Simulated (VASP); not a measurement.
# P (P6/mmm) in VASP: a series of runs, part 2 of 2

VASP 6.6.1.

## Step 3: Single point, PBE

This run uses another cell than the first one, of 17.13 Å³/atom.

The input, INCAR:

```
SYSTEM = P
PREC = Accurate
ENCUT = 520
EDIFF = 1E-6
ISMEAR = 0
SIGMA = 0.1
LREAL = .FALSE.
LASPH = .TRUE.
NELM = 60
ALGO = Normal
ISIF = 2
LWAVE = .FALSE.
LCHARG = .FALSE.
GGA = PE
NBANDS = 12
```

The input, KPOINTS:

```
Automatic mesh
0
G
  18 18 24
  0 0 0
```

The input, POSCAR:

```
P
1.0
    4.0966270998      0.0000000000      0.0000000000
   -2.0483135499      3.5477831382      0.0000000000
    0.0000000000      0.0000000000      2.3569420988
P
2
Direct
    0.3333333333      0.6666666667      0.0000000000
    0.6666666667      0.3333333333      0.0000000000
```

Potentials or basis: VASP PAW PBE potentials, release 64 (P).

Started as:

```
$ cat potpaw_PBE.64/P/POTCAR > POTCAR
$ mpirun -np 1 vasp_std > vasp.out
```

OUTCAR:

```text
SYSTEM = P
   PREC = Accurate
   ENCUT = 520
   EDIFF = 1E-6
   ISMEAR = 0
   LREAL = .FALSE.
   LASPH = .TRUE.
   NELM = 60
   ISIF = 2
   GGA = PE

 ion  position               nearest neighbor table
   1  0.333  0.667  0.000-   2 2.37   2 2.37   2 2.37
   2  0.667  0.333  0.000-   1 2.37   1 2.37   1 2.37

  LATTYP: Found a hexagonal cell.
 ALAT       =     4.0966270998
 C/A-ratio  =     0.5753372327

  Lattice vectors:

 A1 = (   4.0966270998,   0.0000000000,   0.0000000000)
 A2 = (  -2.0483135499,   3.5477831382,   0.0000000000)
 A3 = (   0.0000000000,   0.0000000000,   2.3569420988)

Analysis of symmetry for initial positions (statically):
=====================================================================
 Subroutine PRICEL returns:
 Original cell was already a primitive cell.

 Routine SETGRP: Setting up the symmetry group for a
 hexagonal supercell.

 Subroutine GETGRP returns: Found 24 space group operations
 (whereof 24 operations were pure point group operations)
[... 173 lines left out ...]
      1      -8.4861      2.00000
      2      -0.6981      2.00000
      3       1.7671      2.00000
      4       1.7672      2.00000
      5       6.6379      2.00000
      6       6.6379      2.00000
      7      12.1644      0.00000
      8      14.3582      0.00000
      9      17.2447      0.00000
     10      19.1014      0.00000
     11      23.8113      0.00000
     12      23.8122      0.00000
[... 331 lines left out ...]
 k-point    24 :       0.3889    0.1111    0.0000
  band No.  band energies     occupation
      1      -6.8969      2.00000
      2      -5.0283      2.00000
      3       0.4183      2.00000
      4       4.1647      2.00000
      5       8.9123      0.00000
      6      11.7333      0.00000
      7      12.3903      0.00000
      8      15.5195      0.00000
      9      15.7395      0.00000
     10      16.9057      0.00000
     11      18.0024      0.00000
     12      20.0448      0.00000

 [... further k-points ...]

------------------------ aborting loop because EDIFF is reached ----------------------------------------

  FORCE on cell =-STRESS in cart. coord.  units (eV):
  Direction    XX          YY          ZZ          XY          YZ          ZX
  --------------------------------------------------------------------------------------
  -------------------------------------------------------------------------------------
  Total       -0.0438588     -0.0438588     -0.0611407      0.0000000      0.0000000     -0.0000000
  in kB       -2.0513252     -2.0513252     -2.8596203      0.0000000      0.0000000     -0.0000000
  external PRESSURE =      -2.3207569 kB  Pullay stress =       0.0000000 kB

 VOLUME and BASIS-vectors are now :
 -----------------------------------------------------------------------------
  energy-cutoff  :      520.00
  volume of cell :       34.26
      direct lattice vectors                 reciprocal lattice vectors
     4.096627100  0.000000000  0.000000000     0.244103253  0.140933079  0.000000000
    -2.048313550  3.547783138  0.000000000     0.000000000  0.281866157  0.000000000
     0.000000000  0.000000000  2.356942099     0.000000000  0.000000000  0.424278560

 POSITION                                       TOTAL-FORCE (eV/Angst)
 -----------------------------------------------------------------------------------
     -0.00000      2.36519      0.00000         0.000000     -0.000000      0.000000
      2.04831      1.18259      0.00000        -0.000000      0.000000     -0.000000
 -----------------------------------------------------------------------------------
    total drift:                               -0.000000      0.000000      0.000000

  FREE ENERGIE OF THE ION-ELECTRON SYSTEM (eV)
  ---------------------------------------------------
  free  energy   TOTEN  =       -10.1877266042 eV

  energy  without entropy=      -10.1819217484  energy(sigma->0) =      -10.18482418
```

OSZICAR:

```text
N       E                     dE             d eps       ncg     rms          rms(c)
DAV:   1     0.246493363700E+02    0.24649E+02   -0.45305E+03 11560   0.716E+02
DAV:   2    -0.886293698563E+01   -0.33512E+02   -0.32048E+02 15424   0.118E+02
DAV:   3    -0.102411778408E+02   -0.13782E+01   -0.13627E+01 14860   0.228E+01
DAV:   4    -0.102523943977E+02   -0.11217E-01   -0.11213E-01 13800   0.249E+00
DAV:   5    -0.102525222705E+02   -0.12787E-03   -0.12787E-03 15112   0.252E-01    0.699E+00
DAV:   6    -0.102075213201E+02    0.45001E-01   -0.25094E-02 13596   0.782E-01    0.416E+00
DAV:   7    -0.101874760501E+02    0.20045E-01   -0.47893E-02 13540   0.114E+00    0.126E-01
DAV:   8    -0.101876869602E+02   -0.21091E-03   -0.36362E-03 13332   0.366E-01    0.627E-02
DAV:   9    -0.101877066301E+02   -0.19670E-04   -0.73701E-05 14480   0.569E-02    0.477E-02
DAV:  10    -0.101877265174E+02   -0.19887E-04   -0.25320E-05 13512   0.299E-02    0.761E-03
DAV:  11    -0.101877266042E+02   -0.86833E-07   -0.42534E-07 12172   0.403E-03
   1 F= -.10187727E+02 E0= -.10184824E+02  d E =-.580486E-02
```

Run time: 51 s. Hardware: 1 thread of Intel Xeon 6975P-C (Granite Rapids), shared host; peak memory 0.25 GiB.

Results:

```yaml
Free_energy: -10.1877 eV
Pressure: -0.2 GPa
Band_gap_on_the_k_mesh: zero (bands 5 and 6 overlap by 4.12 eV)
```

Levels at points of the mesh, in eV from the Fermi level:
```csv
k point,band 2,band 3,band 4,band 5,band 6,band 7,band 8,band 9
"(0.00, 0.00, 0.00)",-8.64,-6.18,-6.18,-1.31,-1.31,4.22,6.41,9.30
"(0.50, 0.00, 0.00)",-13.03,-7.18,-4.48,2.08,3.34,4.78,6.68,7.58
"(0.00, 0.00, 0.50)",-8.72,-3.20,-2.62,-2.62,-2.04,2.60,2.60,3.98
"(0.50, 0.00, 0.50)",-7.96,-7.34,-5.80,-3.47,0.52,2.76,3.86,6.66
```

## Step 4: Relaxation of cell and atoms, PBE

This run uses another cell than the first one, of 17.38 Å³/atom.

The input, INCAR:

```
PREC     = Accurate       # precision mode
ENCUT    = 600            # plane-wave cutoff, eV
EDIFF    = 1E-6           # SCF threshold, eV
ISMEAR   = 0              # smearing method
SIGMA    = 0.1            # smearing width, eV
LREAL    = False          # projectors in reciprocal space
LASPH    = True           # aspherical terms in the spheres
NELM     = 100            # most SCF steps
ALGO     = Normal         # electronic algorithm
ISIF     = 3              # what is computed and relaxed
LWAVE    = False          # write WAVECAR
LCHARG   = False          # write CHGCAR
GGA      = PE             # functional
IBRION   = 2              # ionic algorithm
NSW      = 100            # ionic steps
EDIFFG   = -0.01          # ionic threshold
```

The input, KPOINTS:

```
Automatic mesh
0
Gamma
  18 18 24
```

The input, POSCAR:

```
P
1.0
    4.1709349365      0.0000000000      0.0000000000
   -2.0854674682      3.6121356125      0.0000000000
    0.0000000000      0.0000000000      2.3075792373
P
2
Direct
    0.3333333333      0.6666666667      0.0000000000
    0.6666666667      0.3333333333      0.0000000000
```

Started as:

```
$ cat potpaw_PBE.64/P/POTCAR > POTCAR
$ mpirun -np 1 vasp_std > vasp.out
```

Run time: 2.6 min. Hardware: 1 thread of Intel Xeon 6975P-C (Granite Rapids), shared host; peak memory 0.28 GiB.

It converged, with:

```
Free energy                           : -10.1881 eV
Relaxed volume                        : 17.07 Å³/atom
Relaxed cell                          : a = 4.092 Å, b = 4.092 Å, c = 2.354 Å, α = 90.00°, β = 90.00°, γ = 120.00°
Space group after relaxing (to 0.1 Å) : P6/mmm (No. 191)
Energy gained by relaxing             : 8.1 meV/atom
Ionic steps                           : 7
Pressure after relaxing               : 0.0 GPa
Band gap on the k mesh                : zero (bands 5 and 6 overlap by 4.09 eV)
```

Stress tensor (GPa, compression positive):
```
 0.05  0.00  0.00
 0.00  0.05  0.00
 0.00  0.00 -0.03
```

Step by step:
```csv
step,energy change (eV),largest force (eV/Å),pressure (GPa),volume (Å³)
1,0.0000,0.0000,-1.06,34.77
2,-0.0148,0.0000,-0.06,34.18
3,-0.0158,0.0000,0.46,33.93
4,-0.0159,0.0000,0.35,33.98
5,-0.0159,0.0000,0.38,33.97
6,-0.0161,0.0000,-0.02,34.16
7,-0.0161,0.0000,0.02,34.14
```

Final structure:
```
P
1.0
     4.09207    0.00000    0.00000
    -2.04604    3.54384    0.00000
     0.00000    0.00000    2.35403
P
2
Cartesian
  0.0000 2.3626 0.0000
  2.0460 1.1813 0.0000
```

Levels at points of the mesh, in eV from the Fermi level:
```tsv
k point	band 3	band 4	band 5	band 6	band 7	band 8
(0.00, 0.00, 0.00)	-6.20	-6.20	-1.32	-1.32	4.21	6.44
(0.50, 0.00, 0.00)	-7.20	-4.50	2.09	3.34	4.77	6.67
(0.00, 0.00, 0.50)	-3.21	-2.63	-2.63	-2.01	2.61	2.61
(0.50, 0.00, 0.50)	-7.37	-5.83	-3.48	0.53	2.74	3.85
```

## Step 5: Overview

| task | cell | k mesh | cutoff (eV) | gap on the mesh (eV) | pressure (GPa) | relaxed volume (Å³/atom) |
| --- | --- | --- | --- | --- | --- | --- |
| relaxation of cell and atoms | relaxed from a = 4.035, b = 4.035, c = 2.504 Å, angles 90.0, 90.0, 120.0°, 2 atoms | 6 × 6 × 6 | 600 | none | 0.0 | 17.34 |
| single point | a = 4.097, b = 4.097, c = 2.357 Å, angles 90.0, 90.0, 120.0°, 2 atoms | 18 × 18 × 24 | 520 | none | -0.2 | - |
| relaxation of cell and atoms | relaxed from a = 4.171, b = 4.171, c = 2.308 Å, angles 90.0, 90.0, 120.0°, 2 atoms | 18 × 18 × 24 | 600 | none | 0.0 | 17.07 |

Alike in all rows: level PBE; potentials or basis VASP PAW PBE potentials, release 64 (P); no spin polarisation; smearing gaussian 0.1 eV.

Caveats: some runs use coarse meshes.

Absolute energies hang on the potentials; compare differences alone.
